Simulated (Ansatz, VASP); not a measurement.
## ScAl3N4 in VASP and in Ansatz

```
Sc Al N
1.0
    -3.39109    0.00000    0.00000
     0.00000    5.96238    0.00000
     1.69555   -2.98119   -4.20942
Sc Al N
1 3 4
Direct
  0.00000 0.33161 0.00000
  0.50000 0.83606 0.00000
  0.75411 0.42070 0.50822
  0.24589 0.91248 0.49178
  0.74241 0.07669 0.48481
  0.25759 0.59187 0.51519
  0.50000 0.14805 0.00000
  0.00000 0.68253 0.00000
```

Alike in both runs: functional r2SCAN; k mesh 8 × 8 × 8; occupations gaussian, width 0.02 eV; no spin polarisation.

Ansatz relaxed the structure, and its values are those at the end. VASP's run is a single point on that final structure, the one shown.

|  | VASP | Ansatz |
| --- | --- | --- |
| version | VASP 6.6.1 | Ansatz 0.2.0 |
| potentials or method | VASP PAW PBE potentials, release 64 (Sc_sv, Al, N_h), cutoff 910 eV | scalar-relativistic, plane waves, PAW |
| valence electrons in the cell | 40 | 40 |

VASP gave:

* gap on the k mesh at the Fermi level (eV): 3.18
* least direct gap on the mesh (eV): 3.26
* rms of the force components (eV/Å): 0.033

Task: Which values does Ansatz return?

Result: gap on the k mesh at the Fermi level (eV): 3.17; least direct gap on the mesh (eV): 3.24; rms of the force components (eV/Å): 0.000.

VASP's potentials were made for PBE, not for r2SCAN.

Noted on VASP's run: the cutoff is under 1.25 times that of the potentials, so the pressure is a little rough.
